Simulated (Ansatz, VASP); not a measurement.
## Mg: VASP beside Ansatz

```
CELL_PARAMETERS angstrom
0.00000 3.38523 3.38523
3.38523 0.00000 3.38523
3.38523 3.38523 0.00000
ATOMIC_POSITIONS crystal
Mg 0.12500 0.12500 0.12500
Mg 0.87500 0.87500 0.87500
```

Alike in both runs: task single point; functional r2SCAN; k mesh 9 × 9 × 9; occupations fermi-dirac, width 0.1 eV; no spin polarisation.

|  | VASP | Ansatz |
| --- | --- | --- |
| version | VASP 6.6.1 | Ansatz 0.2.0 |
| potentials or method | VASP PAW PBE potentials, release 64 (Mg), cutoff 520 eV | plane waves (500 eV) with PAW, scalar-relativistic |
| valence electrons in the cell | 4 | 20 |

```tsv
	VASP	Ansatz	Ansatz less VASP
pressure (GPa)	0.4	0.5	+0.07
```

VASP's potentials were made for PBE, not for r2SCAN. With one functional, cell and mesh, what is left measures potentials, basis and numerics. VASP's potentials hold 4 valence electrons a cell and Ansatz's 20, so a difference there can come from the potentials and not from the codes.
